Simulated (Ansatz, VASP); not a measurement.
**One calculation of GaAs, two programs**

```
Ga As
1.0
     7.69530    0.00000    0.00000
     0.00000    4.38160    0.00000
     0.00000    0.00000    4.14878
Ga As
4 4
Direct
  0.75000 0.00000 0.35541
  0.00000 0.50000 0.00000
  0.25000 0.00000 0.64459
  0.50000 0.50000 0.00000
  0.75000 0.50000 0.64459
  0.00000 0.00000 0.00000
  0.25000 0.50000 0.35541
  0.50000 0.00000 0.00000
```

Alike in both runs: task single point; functional PBE; k mesh 2 × 4 × 4; occupations gaussian, width 0.1 eV; no spin polarisation.

|  | VASP | Ansatz |
| --- | --- | --- |
| version | VASP 6.6.1 | Ansatz 0.2.0 |
| potentials or method | VASP PAW PBE potentials, release 64 (Ga_d, As), cutoff 520 eV | scalar-relativistic, plane waves, PAW |
| valence electrons in the cell | 72 | 112 |

Ansatz gave:

- gap on the k mesh at the Fermi level (eV): none
- pressure (GPa): 25.3
- traceless stress, the component that is largest in VASP (GPa): 20.64
- rms of the force components (eV/Å): 0.571

Problem. Which values does VASP return?

Solution. gap on the k mesh at the Fermi level (eV): none; pressure (GPa): 25.7; traceless stress, the component that is largest in VASP (GPa): 20.77; rms of the force components (eV/Å): 0.575.

Atom by atom the forces differ by 0.005 eV/Å (rms over components). A gap of «none» marks a metal or a gap that the smearing closes. VASP's potentials hold 72 valence electrons a cell and Ansatz's 112, so a difference there can come from the potentials and not from the codes.

The k mesh is coarse, so the values compare programs but aren't converged.
